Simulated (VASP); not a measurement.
# ZrS2 in VASP: further runs

The runs below take ZrS2 through single point, with PBE+D3(BJ).

All numbers are computed with VASP 6.6.1; they aren't measurements. Logs are shortened: lines on timing, memory, paths and dates and some standing lists are left out, and cuts for length are marked.

## Step 1: The cell of the first run

The cell holds a slab with vacuum, 3 atoms: a = 3.722 Å, b = 3.722 Å, c = 31.842 Å, α = 90.00°, β = 90.00°, γ = 120.00°.

## Step 2: Single point, PBE+D3(BJ)

The input, INCAR:

```
SYSTEM = ZrS2
ALGO = Normal
DIPOL = 0.5 0.5 0.500
EDIFF = 1E-6
ENCUT = 400
GGA = PE
GGA_COMPAT = .FALSE.
IDIPOL = 3
ISIF = 2
ISMEAR = 0
IVDW = 12
LASPH = .TRUE.
LCHARG = .TRUE.
LDIPOL = .TRUE.
LELF = .TRUE.
LREAL = .FALSE.
LVACPOTAV = .TRUE.
LVHAR = .TRUE.
LWAVE = .FALSE.
NBANDS = 19
NELM = 120
NELMDL = -8
PREC = Accurate
SIGMA = 0.02
```

The input, KPOINTS:

```
k-points
0
G
  9 9 1
  0 0 0
```

The input, POSCAR:

```
ZrS2
1.0
    3.7220000000      0.0000000000      0.0000000000
   -1.8610000000      3.2233465529      0.0000000000
    0.0000000000      0.0000000000     31.8416303012
S Zr
2 1
Direct
    0.6666666667      0.3333333333      0.4553885908
    0.3333333333      0.6666666667      0.5446114092
    0.0000000000      0.0000000000      0.5000000000
```

Potentials or basis: VASP PAW PBE potentials, release 64 (S, Zr_sv).

On the command line:

```console
cat potpaw_PBE.64/S/POTCAR potpaw_PBE.64/Zr_sv/POTCAR > POTCAR
mpirun -np 1 vasp_std > vasp.out
```

OUTCAR:

```text
SYSTEM = ZrS2
   EDIFF = 1E-6
   ENCUT = 400
   GGA = PE
   ISIF = 2
   ISMEAR = 0
   IVDW = 12
   LASPH = .TRUE.
   LREAL = .FALSE.
   NELM = 120
   NELMDL = -8
   PREC = Accurate
 IVDW          = 12

 ion  position               nearest neighbor table
   1  0.667  0.333  0.455-   3 2.58   3 2.58   3 2.58
   2  0.333  0.667  0.545-   3 2.58   3 2.58   3 2.58
   3  0.000  0.000  0.500-   1 2.58   2 2.58   1 2.58   2 2.58   1 2.58   2 2.58

  LATTYP: Found a hexagonal cell.
 ALAT       =     3.7220000000
 C/A-ratio  =     8.5549785871

  Lattice vectors:

 A1 = (   3.7220000000,   0.0000000000,   0.0000000000)
 A2 = (  -1.8610000000,   3.2233465529,   0.0000000000)
 A3 = (   0.0000000000,   0.0000000000,  31.8416303012)

Analysis of symmetry for initial positions (statically):
=====================================================================
 Subroutine PRICEL returns:
 Original cell was already a primitive cell.

 Routine SETGRP: Setting up the symmetry group for a
 hexagonal supercell.

 Subroutine GETGRP returns: Found 12 space group operations
 (whereof 12 operations were pure point group operations)
 out of a pool of 24 trial point group operations.

The static configuration has the point symmetry D_3d.

Analysis of symmetry for dynamics (positions and initial velocities):
=====================================================================
 Subroutine PRICEL returns:
 Original cell was already a primitive cell.

 Routine SETGRP: Setting up the symmetry group for a
 hexagonal supercell.

 Subroutine GETGRP returns: Found 12 space group operations
 (whereof 12 operations were pure point group operations)
 out of a pool of 24 trial point group operations.

The dynamic configuration has the point symmetry D_3d.

 Subroutine INISYM returns: Found 12 space group operations
 (whereof 12 operations are pure point group operations),
 and found     1 'primitive' translations

----------------------------------------------------------------------------------------

                                     Primitive cell

  volume of cell :     382.0135

  direct lattice vectors                    reciprocal lattice vectors
     3.722000000  0.000000000  0.000000000     0.268672757  0.155118288  0.000000000
    -1.861000000  3.223346553  0.000000000     0.000000000  0.310236577  0.000000000
     0.000000000  0.000000000 31.841630301     0.000000000  0.000000000  0.031405427

  length of vectors
     3.722000000  3.722000000 31.841630301     0.310236577  0.310236577  0.031405427

  position of ions in fractional coordinates (direct lattice)
     0.666666667  0.333333333  0.455388591
     0.333333333  0.666666667  0.544611409
     0.000000000  0.000000000  0.500000000

  ion indices of the primitive-cell ions
   primitive index   ion index
                 1           1
                 2           2
                 3           3

----------------------------------------------------------------------------------------

 KPOINTS: k-points

Automatic generation of k-mesh.
 Grid dimensions read from file:
 generate k-points for:    9    9    1

 Generating k-lattice:

  Cartesian coordinates                     Fractional coordinates (reciprocal lattice)
     0.029852529  0.017235365  0.000000000     0.111111111  0.000000000  0.000000000
     0.000000000  0.034470731  0.000000000     0.000000000  0.111111111  0.000000000
     0.000000000  0.000000000  0.031405427     0.000000000  0.000000000  1.000000000

  Length of vectors
     0.034470731  0.034470731  0.031405427

  Shift w.r.t. Gamma in fractional coordinates (k-lattice)
     0.000000000  0.000000000  0.000000000

 Subroutine IBZKPT returns following result:
 ===========================================

 Found     12 irreducible k-points:

 Following reciprocal coordinates:
            Coordinates               Weight
  0.000000  0.000000  0.000000      1.000000
  0.111111 -0.000000  0.000000      6.000000
  0.222222  0.000000  0.000000      6.000000
  0.333333 -0.000000  0.000000      6.000000
  0.444444  0.000000  0.000000      6.000000
  0.111111  0.111111  0.000000      6.000000
  0.222222  0.111111  0.000000     12.000000
  0.333333  0.111111  0.000000     12.000000
  0.444444  0.111111  0.000000      6.000000
  0.222222  0.222222  0.000000      6.000000
  0.333333  0.222222  0.000000     12.000000
  0.333333  0.333333  0.000000      2.000000
   k-points           NKPTS =     12   k-points in BZ     NKDIM =     12   number of bands    NBANDS=     19
   number of dos      NEDOS =    301   number of ions     NIONS =      3
   total plane-waves  NPLWV = 120960
   dimension x,y,z NGX =    24 NGY =   24 NGZ =  210
   dimension x,y,z NGXF=    48 NGYF=   48 NGZF=  420
   ions per type =               2   1
   NGX,Y,Z   is equivalent  to a cutoff of  10.72, 10.72, 10.96 a.u.
   NGXF,Y,Z  is equivalent  to a cutoff of  21.44, 21.44, 21.93 a.u.
 SYSTEM =  ZrS2
   PREC   = accura    normal or accurate (medium, high low for compatibility)
   ISTART =      0    job   : 0-new  1-cont  2-samecut
   ICHARG =      2    charge: 1-file 2-atom 10-const
   ISPIN  =      1    spin polarized calculation?
   LNONCOLLINEAR =      F non collinear calculations
   LSORBIT =      F    spin-orbit coupling
   LASPH  =      T    aspherical Exc in radial PAW
   ENCUT  =  400.0 eV  29.40 Ry    5.42 a.u.   6.07  6.07 51.93*2*pi/ulx,y,z
   NELM   =    120;   NELMIN=  2; NELMDL= -8     # of ELM steps
   EDIFF  = 0.1E-05   stopping-criterion for ELM
   LREAL  =      F    real-space projection
[... 7 lines left out ...]
   TEBEG  =    0.0;   TEEND  =   0.0 temperature during run
   PSTRESS=    0.0 pullay stress
   NELECT =      24.0000    total number of electrons
   NUPDOWN=      -1.0000    fix difference up-down
   EMIN   =  10.00;   EMAX   =-10.00  energy-range for DOS
   EFERMI =   0.00;   METHOD = LEGACY
   ISMEAR =     0;   SIGMA  =   0.02  broadening in eV -4-tet -1-fermi 0-gaus
   EFERMI_NEDOS =   21; number of points for ismear=-14 and -15
   IALGO  =     38    algorithm
   IMIX   =      4    mixing-type and parameters
     AMIX     =   0.40;   BMIX     =  1.00
     AMIX_MAG =   1.60;   BMIX_MAG =  1.00
  volume/ion in A,a.u.               =     127.34       859.32
  Fermi-wavevector in a.u.,A,eV,Ry     =   0.650807  1.229847  5.762748  0.423550
  Thomas-Fermi vector in A             =   1.720204
   LORBIT       =      0    0 simple, 1 ext, 2 COOP (PROOUT), +10 PAW based schemes
   GGA     = PE    functional components
   LHFCALC =     F    Hartree Fock is set to
   AEXX    =    0.0000 exact exchange contribution
   IVDW    =    12    specifies the selected vdW correction
   LEPSILON=     F    determine dielectric tensor
   LRPA    =     F    only Hartree local field effects (RPA)
 non-spin polarized calculation
 Gauss-broadening in eV      SIGMA  =   0.02
  energy-cutoff  :      400.00
  volume of cell :      382.01
 maximum number of plane-waves:      7008
   NGX = 13   NGY = 13   NGZ =103

 number of electron      23.9999998 magnetization

 dipolmoment           0.000000      0.000000     -0.000000 electrons x Angstroem

 Free energy of the ion-electron system (eV)
  ---------------------------------------------------
  ext. energy  EPLUGINS =         0.00000000
  ---------------------------------------------------
  free energy    TOTEN  =       -21.42514971 eV

  energy without entropy =      -21.42514971  energy(sigma->0) =      -21.42514971

 E-fermi :  -4.4594     XC(G=0):  -2.0475

 val. band max:       -4.5618857754   @ k =   0.0000   0.0000   0.0000
 cond. band min:      -3.2058939009   @ k =   0.4444   0.0000   0.0000
 fundamental gap:      1.3559918745
 Fermi energy:        -4.4594186056

 k-point     1 :       0.0000    0.0000    0.0000
  band No.  band energies     occupation
      1     -53.4444      2.00000
      2     -31.4960      2.00000
      3     -31.3517      2.00000
      4     -31.3517      2.00000
      5     -16.8253      2.00000
      6     -15.6567      2.00000
[... 11 lines left out ...]
     18       1.0128      0.00000
     19       1.5504      0.00000

 k-point     2 :       0.1111   -0.0000    0.0000
  band No.  band energies     occupation
      1     -53.4426      2.00000
      2     -31.4904      2.00000
      3     -31.3789      2.00000
      4     -31.3576      2.00000
      5     -16.7073      2.00000
      6     -15.6799      2.00000
[... 11 lines left out ...]
     18       1.3529      0.00000
     19       1.7942      0.00000

 k-point     3 :       0.2222    0.0000    0.0000
  band No.  band energies     occupation
      1     -53.4380      2.00000
      2     -31.4765      2.00000
      3     -31.4462      2.00000
      4     -31.3723      2.00000
      5     -16.4014      2.00000
      6     -15.7318      2.00000
[... 11 lines left out ...]
     18       2.0543      0.00000
     19       2.3616      0.00000

 k-point     4 :       0.3333   -0.0000    0.0000
  band No.  band energies     occupation
      1     -53.4328      2.00000
      2     -31.5232      2.00000
      3     -31.4586      2.00000
      4     -31.3889      2.00000
      5     -16.0869      2.00000
      6     -15.7248      2.00000
[... 143 lines left out ...]
     18       3.3258      0.00000
     19       3.3420      0.00000

 k-point    11 :       0.3333    0.2222    0.0000
  band No.  band energies     occupation
      1     -53.4279      2.00000
      2     -31.5421      2.00000
      3     -31.4570      2.00000
      4     -31.4432      2.00000
      5     -15.8266      2.00000
      6     -15.6556      2.00000
[... 11 lines left out ...]
     18       3.4050      0.00000
     19       3.8484      0.00000

 k-point    12 :       0.3333    0.3333    0.0000
  band No.  band energies     occupation
      1     -53.4270      2.00000
      2     -31.5073      2.00000
      3     -31.5073      2.00000
      4     -31.4411      2.00000
      5     -15.7104      2.00000
      6     -15.7104      2.00000
[... 11 lines left out ...]
     18       4.1924      0.00000
     19       4.4860      0.00000

------------------------ aborting loop because EDIFF is reached ----------------------------------------

 Edisp (eV)   -0.71074

 E8    (eV) :    -0.3225

  FORCE on cell =-STRESS in cart. coord.  units (eV):
  Direction    XX          YY          ZZ          XY          YZ          ZX
  --------------------------------------------------------------------------------------
  -------------------------------------------------------------------------------------
  Total      -1.25593    -1.25593     0.08780     0.00000     0.00000     0.00000
  in kB      -5.26740    -5.26740     0.36824     0.00000     0.00000     0.00000
  external pressure =       -3.39 kB  Pullay stress =        0.00 kB

 VOLUME and BASIS-vectors are now :
 -----------------------------------------------------------------------------
  energy-cutoff  :      400.00
  volume of cell :      382.01
      direct lattice vectors                 reciprocal lattice vectors
     3.722000000  0.000000000  0.000000000     0.268672757  0.155118288  0.000000000
    -1.861000000  3.223346553  0.000000000     0.000000000  0.310236577  0.000000000
     0.000000000  0.000000000 31.841630301     0.000000000  0.000000000  0.031405427

 POSITION                                       TOTAL-FORCE (eV/Angst)
 -----------------------------------------------------------------------------------
      1.86100      1.07445     14.50032         0.000000     -0.000000     -0.046475
     -0.00000      2.14890     17.34132        -0.000000      0.000000      0.046475
      0.00000      0.00000     15.92082        -0.000000      0.000000      0.000000
 -----------------------------------------------------------------------------------
    total drift:                               -0.000000     -0.000000      0.000000

  FREE ENERGIE OF THE ION-ELECTRON SYSTEM (eV)
  ---------------------------------------------------
  free  energy   TOTEN  =       -22.1358914861 eV

  energy  without entropy=      -22.1358914861  energy(sigma->0) =      -22.13589149

 vacuum level on the upper side and lower side of the slab         1.958         1.958
```

It took 3.1 min on 1 thread of Intel Xeon 8259CL, shared host; peak memory 0.37 GiB.

Results:

- Free energy: -22.1359 eV
- Largest force: 0.046 eV/Å
- Band gap on the k mesh: 1.36 eV (least direct gap 1.71 eV)
- Dispersion energy per atom: -0.237 eV

Forces in eV/Å, atoms in the order of the input:
```
S    0.000  0.000 -0.046
S    0.000  0.000  0.046
Zr   0.000  0.000  0.000
```

(Part 1 of 2 ends here.)
